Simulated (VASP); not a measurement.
# Ga2N: relaxation of cell and atoms with PBE

The system is Ga2N.

```
Ga N
1.0
     0.00000    2.87925    2.87925
     2.87925    0.00000    2.87925
     2.87925    2.87925    0.00000
Ga N
2 1
Direct
  0.50000 0.50000 0.50000
  0.25000 0.25000 0.25000
  0.00000 0.00000 0.00000
```

| Property | Result |
| --- | --- |
| Program | VASP 6.6.1 |
| Task | relaxation of cell and atoms |
| Functional | PBE |
| Potentials or basis | VASP PAW PBE potentials, release 64 (Ga_d, N) |
| Cutoff | 600 eV |
| k mesh | 14 × 14 × 14 |
| Occupations | gaussian, width 0.1 eV |
| Spin | no spin polarisation |
| Dipole correction | no |
| Further INCAR settings | ALGO = Normal; EDIFF = 1e-06; IBRION = 2; EDIFFG = -0.01; NSW = 100; ISIF = 3 |

| Property | Result |
| --- | --- |
| Relaxed volume | 15.94 Å³/atom |
| Relaxed cell | a = 4.074 Å, b = 4.074 Å, c = 4.074 Å, α = 60.00°, β = 60.00°, γ = 60.00° |
| Space group after relaxing (to 0.05 Å) | F-43m (No. 216) |
| Energy gained by relaxing | 0.0 meV/atom |
| Ionic steps | 2 |
| Pressure after relaxing | 0.0 GPa |

Final structure:
```
Ga N
1.0
     0.00000    2.88106    2.88106
     2.88106    0.00000    2.88106
     2.88106    2.88106    0.00000
Ga N
2 1
Direct
  0.50000 0.50000 0.50000
  0.25000 0.25000 0.25000
  0.00000 0.00000 0.00000
```

Levels at points of the mesh, in eV from the Fermi level:
| k point | band 13 | band 14 | band 15 | band 16 | band 17 | band 18 |
| --- | --- | --- | --- | --- | --- | --- |
| (0.00, 0.00, 0.00) | -1.82 | -1.82 | -1.82 | 2.44 | 2.44 | 2.44 |
| (0.50, 0.00, 0.00) | -3.37 | -2.18 | -2.18 | 0.23 | 1.31 | 1.31 |
| (0.50, 0.50, 0.00) | -5.37 | -3.69 | -3.69 | 0.43 | 3.20 | 3.20 |

It took 78 s on 1 thread of Intel(R) Xeon(R) 6975P-C (Granite Rapids), with other jobs on the host, peak memory 0.28 GiB.
